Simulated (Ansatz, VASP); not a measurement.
## KMgF3: VASP beside Ansatz

The input INCAR:

```
PREC = Accurate
ENCUT = 600
EDIFF = 1E-7
ISMEAR = 0
SIGMA = 0.02
LREAL = F
LASPH = T
NELM = 100
ALGO = Normal
ISIF = 3
LWAVE = F
LCHARG = F
GGA = PE
IBRION = 2
NSW = 100
EDIFFG = -0.005
```

Contents of KPOINTS:

```
Automatic mesh
0
Gamma
  6 6 6
```

Contents of POSCAR:

```
KMgF3
1.0
    3.9859000000      0.0000000000      0.0000000000
    0.0000000000      3.9859000000      0.0000000000
    0.0000000000      0.0000000000      3.9859000000
K Mg F
1 1 3
Direct
    0.5000000000      0.5000000000      0.5000000000
    0.0000000000      0.0000000000      0.0000000000
    0.5000000000      0.0000000000      0.0000000000
    0.0000000000      0.5000000000      0.0000000000
    0.0000000000      0.0000000000      0.5000000000
```

Input for Ansatz:

```yaml
crystal:
  lattice:
    - [3.9859, 0.0, 0.0]
    - [0.0, 3.9859, 0.0]
    - [0.0, 0.0, 3.9859]
  atoms:
    - { symbol: K, position: [0.5, 0.5, 0.5] }
    - { symbol: Mg, position: [0.0, 0.0, 0.0] }
    - { symbol: F, position: [0.5, 0.0, 0.0] }
    - { symbol: F, position: [0.0, 0.5, 0.0] }
    - { symbol: F, position: [0.0, 0.0, 0.5] }
basis:
  ecutwfc: 420
kpoints:
  mp_grid: { grid: [6, 6, 6] }
hamiltonian:
  xc: pbe
scf:
  occupations: { method: gaussian, width: 0.02 }
output:
  forces: true
  stress: true
  eigenvalues: true
relax:
  adjacent_minimum: "off"
  f_tol: 0.005
  max_steps: 80
  cell: { stress_tol: 0.05 }
```

Alike in both runs: task relaxation of cell and atoms; functional PBE; k mesh 6 × 6 × 6; occupations gaussian, width 0.02 eV; no spin polarisation.

|  | VASP | Ansatz |
| --- | --- | --- |
| version | VASP 6.6.1 | Ansatz 0.2.0 |
| potentials or method | VASP PAW PBE potentials, release 64 (K_sv, Mg, F), cutoff 600 eV | scalar-relativistic, plane waves, PAW |
| valence electrons in the cell | 32 | 40 |

|  | VASP | Ansatz | Ansatz less VASP |
| --- | --- | --- | --- |
| gap on the k mesh at the Fermi level, each at its own relaxed structure (eV) | 6.98 | 6.96 | -0.020 |
| relaxed volume (Å³/atom) | 13.24 | 13.33 | +0.092 |
| relaxed cell length with the largest relative difference (Å) | 4.045 | 4.054 | +0.0094 |

VASP's potentials hold 32 valence electrons a cell and Ansatz's 40, so a difference there can come from the potentials and not from the codes.
